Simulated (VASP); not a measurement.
# Ba: relaxation of cell and atoms with BLYP+D3(BJ)

Ba:

```xyz
2
Lattice="6.9961 0.0000 0.0000 -3.4980 6.0588 0.0000 0.0000 0.0000 3.9094" Properties=species:S:1:pos:R:3 pbc="T T T"
Ba    0.0000    4.0392    1.9547
Ba    3.4980    2.0196    1.9547
```

This isn't the form of Ba at room conditions, which is bcc.

```json
{
  "Program": "VASP 6.6.1",
  "Task": "relaxation of cell and atoms",
  "Functional": "BLYP",
  "Dispersion": "D3(BJ)",
  "Potentials or basis": "VASP PAW PBE potentials, release 64 (Ba_sv)",
  "Cutoff": "600 eV",
  "k mesh": "4 × 4 × 7",
  "Occupations": "methfessel-paxton, width 0.1 eV",
  "Spin": "no spin polarisation",
  "Dipole correction": "no",
  "Further INCAR settings": "ALGO = Normal; EDIFF = 1e-07; IBRION = 2; EDIFFG = -0.01; NSW = 80; ISIF = 3"
}
```

```
Relaxed volume                        : 79.26 Å³/atom
Relaxed cell                          : a = 6.900 Å, b = 6.900 Å, c = 3.845 Å, α = 90.00°, β = 90.00°, γ = 120.00°
Space group after relaxing (to 0.1 Å) : P6/mmm (No. 191)
Energy gained by relaxing             : 1.4 meV/atom
Ionic steps                           : 6
Pressure after relaxing               : 0.0 GPa
Band gap on the k mesh                : zero (bands 10 and 11 overlap by 0.72 eV)
Dispersion energy per atom            : -0.392 eV
```

The path:
```csv
step,energy change (eV),largest force (eV/Å),pressure (GPa),volume (Å³)
1,0.0000,0.0000,-0.11,165.71
2,-0.0009,0.0000,-0.09,164.37
3,-0.0024,0.0000,-0.04,160.39
4,-0.0025,0.0000,0.00,158.68
5,-0.0025,0.0000,-0.01,159.16
6,-0.0027,0.0000,-0.01,158.51
```

Final structure:
```
Ba
1.0
     6.89993    0.00000    0.00000
    -3.44996    5.97551    0.00000
     0.00000    0.00000    3.84456
Ba
2
Direct
  0.33333 0.66667 0.50000
  0.66667 0.33333 0.50000
```

Levels at points of the mesh, in eV from the Fermi level:
```
           k point  band 7  band 8  band 9  band 10  band 11  band 12  band 13  band 14
(0.00, 0.00, 0.00)  -14.00  -13.91   -2.17     0.09     0.33     0.74     0.74     1.07
(0.50, 0.00, 0.00)  -13.97  -13.94   -1.31    -0.61    -0.14     0.49     0.51     0.82
```

Wall time 8.1 min on 1 thread of Oxide Virtual Turin-like Processor (shared host), peak memory 0.31 GiB.

Caveat: the PAW data sets were made with another functional, which shifts forces and pressure a little; spin-orbit coupling is left out, which moves the levels of the heavy elements.
